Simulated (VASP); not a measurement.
Here is a VASP 6.6.1 calculation.

The input INCAR:

```
SYSTEM = AgCl
PREC     = Accurate       ! precision mode
ENCUT    = 520            ! plane-wave cutoff, eV
EDIFF    = 1E-8           ! SCF threshold, eV
ISMEAR   = -1             ! smearing method
SIGMA    = 0.03           ! smearing width, eV
LREAL    = .False.        ! projectors in reciprocal space
LASPH    = .True.         ! aspherical terms in the spheres
NELM     = 60             ! most SCF steps
ALGO     = Normal         ! electronic algorithm
ISIF     = 2              ! what is computed and relaxed
LWAVE    = .False.        ! write WAVECAR
LCHARG   = .False.        ! write CHGCAR
GGA      = CA             ! functional
LEFG     = .True.       
NBANDS   = 16             ! bands
```

KPOINTS

```
regular mesh
0
Gamma
  7 7 7
  0 0 0
```

File POSCAR:

```
AgCl
1.0
    0.0000000000      2.7350000000      2.7350000000
    2.7350000000      0.0000000000      2.7350000000
    2.7350000000      2.7350000000      0.0000000000
Ag Cl
1 1
Direct
   -0.0900000000     -0.0900000000      0.0900000000
    0.5900000000      0.5900000000      0.4100000000
```

Potentials or basis: VASP PAW LDA potentials, release 64 (Ag, Cl).

Run with:

```console
$ cat potpaw_LDA.64/Ag/POTCAR potpaw_LDA.64/Cl/POTCAR > POTCAR
$ mpirun -np 1 vasp_std > vasp.out
```

(1) Estimate the band gap on the k mesh.

(2) What does it give for the largest force?

(3) What does it give for the pressure?

Answers

(1) 1.48 eV, indirect (least direct gap 1.99 eV).

(2) 20.598 eV/Å.

(3) 46.0 GPa.

Caveat: the cell differs from its parent crystal (shortest bond scaled by 0.64); without QUAD_EFG the Cq values of the log hold for a quadrupole moment of 1 mb, not for the nuclei; forces of over 1 eV/Å act on the atoms, so gaps and moduli don't describe the material at rest.
